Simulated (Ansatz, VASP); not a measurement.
**Ca: VASP beside Ansatz**

INCAR

```
  ALGO = Normal
  EDIFF = 1E-8
  ENCUT = 520
  GGA = PS
  ISIF = 2
  ISMEAR = -1
  LASPH = True
  LCHARG = False
  LEFG = True
  LREAL = False
  LWAVE = False
  NBANDS = 11
  NELM = 100
  PREC = Accurate
  SIGMA = 0.05
```

File KPOINTS:

```
k-points
0
Gamma
  10 10 10
```

POSCAR

```
Ca
1.0
   -2.2400000000      2.2400000000      2.2400000000
    2.2400000000     -2.2400000000      2.2400000000
    2.2400000000      2.2400000000     -2.2400000000
Ca
1
Direct
    0.0000000000      0.0000000000      0.0000000000
```

Input for Ansatz:

```yaml
crystal:
  lattice:
    - [-2.24, 2.24, 2.24]
    - [2.24, -2.24, 2.24]
    - [2.24, 2.24, -2.24]
  atoms:
    - { symbol: Ca, position: [0.0, 0.0, 0.0] }
kpoints:
  mp_grid: { grid: [10, 10, 10] }
  band_path:
    path:
      - [0.0, 0.0, 0.0]
      - [0.5, -0.5, 0.5]
      - [0.0, 0.0, 0.5]
      - [0.0, 0.0, 0.0]
      - [0.25, 0.25, 0.25]
      - [0.5, -0.5, 0.5]
      - [0.25, 0.25, 0.25]
      - [0.0, 0.0, 0.5]
    npoints: 5
scf:
  occupations: { method: fermi_dirac, width: 0.05 }
hamiltonian:
  xc: pbesol
  pseudopotentials: { kind: paw }
output:
  forces: true
  stress: true
  eigenvalues: true
  efg: { contact_densities: true }
```

Alike in both runs: task electric field gradients; functional PBEsol; k mesh 10 × 10 × 10; occupations fermi-dirac, width 0.05 eV; no spin polarisation.

```csv
,VASP,Ansatz
version,VASP 6.6.1,Ansatz 0.2.0
potentials or method,"VASP PAW PBE potentials, release 64 (Ca_sv)","PAW with Ansatz's default frozen-core files, scalar-relativistic"
plane-wave cutoff (eV),520,420
valence electrons in the cell,10,10
```

```tsv
	VASP	Ansatz	Ansatz less VASP
pressure (GPa)	-1.5	-1.5	0.00
```

VASP's potentials were made for PBE, not for PBEsol. The functional is the same, so the differences come from potentials, cutoffs and numerics.
